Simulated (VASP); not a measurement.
CdSe:

```
Cd Se
1.0
     0.00000    3.07027    3.07027
     3.07027    0.00000    3.07027
     3.07027    3.07027    0.00000
Cd Se
1 1
Cartesian
  0.0000 0.0000 0.0000
  1.5351 1.5351 1.5351
```

```yaml
Program: VASP 6.6.1
Task: relaxation of cell and atoms
Functional: RPBE
Potentials_or_basis: VASP PAW PBE potentials, release 64 (Cd, Se)
Cutoff: 500 eV
k_mesh: 5 × 5 × 5
Occupations: gaussian, width 0.01 eV
Spin: no spin polarisation
```

At the start: pressure 3.5 GPa; volume 28.94 Å³/atom.

Task: How do energy, volume and symmetry change on relaxing?

Result: Over 3 steps the energy falls by 22.8 meV/atom and the volume is 31.17 Å³/atom (+7.7 %); space group F-43m (No. 216, to 0.1 Å) before and after.

The path:
```tsv
step	energy change (eV)	largest force (eV/Å)	pressure (GPa)	volume (Å³)
1	0.0000	0.0000	3.50	57.88
2	-0.0437	0.0000	-0.61	63.35
3	-0.0457	0.0000	0.01	62.34
```

Final structure:
```xyz
2
Lattice="0.0000 3.1471 3.1471 3.1471 0.0000 3.1471 3.1471 3.1471 0.0000" Properties=species:S:1:pos:R:3 pbc="T T T"
Cd    0.0000    0.0000    0.0000
Se    1.5735    1.5735    1.5735
```

Caveat: the PAW data sets were made with another functional, which shifts forces and pressure a little.
